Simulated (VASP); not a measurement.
Set up this calculation in VASP 6.6.1, as the native input.

```
Task                   : relaxation of cell and atoms
Functional             : PBEsol
Potentials or basis    : VASP PAW PBE potentials, release 64 (Zr_sv, B)
Cutoff                 : 600 eV
k mesh                 : 18 × 18 × 12
Occupations            : gaussian, width 0.1 eV
Spin                   : no spin polarisation
Dipole correction      : no
Further INCAR settings : ALGO = Normal; EDIFF = 1e-06; IBRION = 2; EDIFFG = -0.005; NSW = 100; ISIF = 3
```

The structure of ZrB2 lies in POSCAR:

```
ZrB2
1.0
    3.1700000000      0.0000000000      0.0000000000
   -1.5850000000      2.7453005300      0.0000000000
    0.0000000000      0.0000000000      3.5330000000
Zr B
1 2
Direct
    0.0000000000      0.0000000000      0.0000000000
    0.3333333333      0.6666666667      0.5000000000
    0.6666666667      0.3333333333      0.5000000000
```

These files were run (other wordings do the same):

INCAR

```
SYSTEM = ZrB2
ALGO = Normal
EDIFF = 1E-6
EDIFFG = -0.005
ENCUT = 600
GGA = PS
IBRION = 2
ISIF = 3
ISMEAR = 0
LASPH = .True.
LCHARG = .False.
LREAL = .False.
LWAVE = .False.
NELM = 60
NSW = 100
PREC = Accurate
SIGMA = 0.1
```

KPOINTS

```
k-points
0
Gamma
  18 18 12
  0 0 0
```

Potentials or basis: VASP PAW PBE potentials, release 64 (Zr_sv, B).

Run with:

```bash
$ cat potpaw_PBE.64/Zr_sv/POTCAR potpaw_PBE.64/B/POTCAR > POTCAR
$ mpirun -np 1 vasp_std > vasp.out
```

It gave:

```json
{
 "Relaxed volume": "10.09 Å³/atom",
 "Relaxed cell": "a = 3.156 Å, b = 3.156 Å, c = 3.509 Å, α = 90.00°, β = 90.00°, γ = 120.00°",
 "Space group after relaxing (to 0.1 Å)": "P6/mmm (No. 191)",
 "Energy gained by relaxing": "2.0 meV/atom",
 "Ionic steps": "4",
 "Pressure after relaxing": "0.0 GPa",
 "Band gap on the k mesh": "zero (bands 9 and 10 overlap by 1.25 eV)"
}
```

Caveat: the PAW data sets were made with another functional, which shifts forces and pressure a little.

Wall time 8.9 min on 1 thread of Intel Xeon 8259CL, with other jobs on the host, peak memory 0.28 GiB.
